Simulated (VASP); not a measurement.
A run of VASP 6.6.1 is set up as follows.

INCAR

```
SYSTEM = BN
  PREC = Accurate
  ENCUT = 520
  EDIFF = 1E-6
  ISMEAR = 0
  SIGMA = 0.05
  LREAL = .False.
  LASPH = .True.
  NELM = 80
  ALGO = Normal
  ISIF = 2
  LWAVE = .False.
  LCHARG = .False.
  GGA = PS
  NBANDS = 16
```

KPOINTS

```
Automatic mesh
0
Gamma
  12 12 4
  0 0 0
```

Contents of POSCAR:

```
BN
1.0
    2.6041513725      0.0000000000      0.0000000000
   -1.3020756863      2.0817796097      0.0000000000
    0.0000000000      0.0000000000      6.6612000000
B N
2 2
Direct
    0.3333333333      0.6666666667      0.2500000000
    0.6666666667      0.3333333333      0.7500000000
    0.3333333333      0.6666666667      0.7500000000
    0.6666666667      0.3333333333      0.2500000000
```

Potentials or basis: VASP PAW PBE potentials, release 64 (B, N).

Launch:

```sh
$ cat potpaw_PBE.64/B/POTCAR potpaw_PBE.64/N/POTCAR > POTCAR
$ mpirun -np 1 vasp_std > vasp.out
```

**Question.** Predict the pressure.

**Answer.** 2.7 GPa.

**Question.** Predict the largest force.

**Answer.** 1.289 eV/Å.

**Question.** Estimate the band gap on the k mesh.

**Answer.** 3.92 eV, indirect (least direct gap 4.59 eV).

Stress tensor (GPa, compression positive):
```
-26.33   0.00   0.00
  0.00  33.86   0.00
  0.00   0.00   0.71
```

Caveat: the cell differs from its parent crystal (strain +0.0400 x Voigt [1, -1, 0, 0, 0, 0]); the PAW data sets were made with another functional, which shifts forces and pressure a little; this functional lacks dispersion, which binds the layers, so the pressure and a relaxed spacing across them are unreliable. A k mesh can miss the band edges.
